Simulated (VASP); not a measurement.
**Si4NiPt3: single point with PBE**

Crystal: Si4NiPt3.

```xyz
8
Lattice="3.5002 2.0209 2.7215 -3.5002 2.0209 2.7215 0.0000 -4.0417 2.7215" Properties=species:S:1:pos:R:3 pbc="T T T"
Si   -1.2000   -1.1846    5.0412
Si   -0.4259    1.6316    5.0412
Si    0.0000    0.0000    1.3057
Si    1.6259   -0.4470    5.0412
Ni    0.0000    0.0000    6.7012
Pt    1.3670    1.1854    3.1760
Pt    0.3431   -1.7766    3.1760
Pt   -1.7101    0.5912    3.1760
```

| Item | Value |
| --- | --- |
| Program | VASP 6.6.1 |
| Task | single point |
| Functional | PBE |
| Potentials or basis | VASP PAW PBE potentials, release 64 (Si, Ni, Pt) |
| Cutoff | 600 eV |
| k mesh | 6 × 6 × 6 |
| Occupations | gaussian, width 0.1 eV |
| Spin | no spin polarisation |
| Dipole correction | no |
| Further INCAR settings | ALGO = Normal; EDIFF = 1e-06; NBANDS = 38 |

```json
{"Pressure": "0.0 GPa", "Largest force": "0.019 eV/Å", "Band gap on the k mesh": "zero (bands 28 and 29 overlap by 0.33 eV)"}
```

Forces in eV/Å, atoms in the order of the input:
```
Si  -0.009 -0.001  0.000
Si   0.004  0.008  0.000
Si   0.000  0.000 -0.016
Si   0.005 -0.007  0.000
Ni   0.000  0.000  0.017
Pt   0.013  0.014  0.000
Pt   0.005 -0.018  0.000
Pt  -0.018  0.004  0.000
```

Levels at points of the mesh, in eV from the Fermi level:
| k point | band 26 | band 27 | band 28 | band 29 | band 30 | band 31 |
| --- | --- | --- | --- | --- | --- | --- |
| (0.00, 0.00, 0.00) | -1.71 | -1.71 | 0.13 | 0.13 | 0.64 | 1.12 |
| (0.50, 0.00, 0.00) | -1.67 | -0.77 | -0.43 | -0.19 | 0.28 | 1.32 |
| (0.50, 0.50, 0.00) | -1.27 | -1.02 | -0.87 | 0.45 | 0.65 | 0.97 |
| (0.50, 0.50, 0.50) | -1.94 | -1.77 | -1.77 | 2.89 | 3.27 | 3.27 |

Wall time 4.7 min on 1 thread of Oxide Virtual Turin-like Processor (shared host), peak memory 0.33 GiB.

Caveat: spin-orbit coupling is left out, which moves the levels of the heavy elements. Spin polarisation is off, so any magnetic state and its effect on volume and gap are missing.
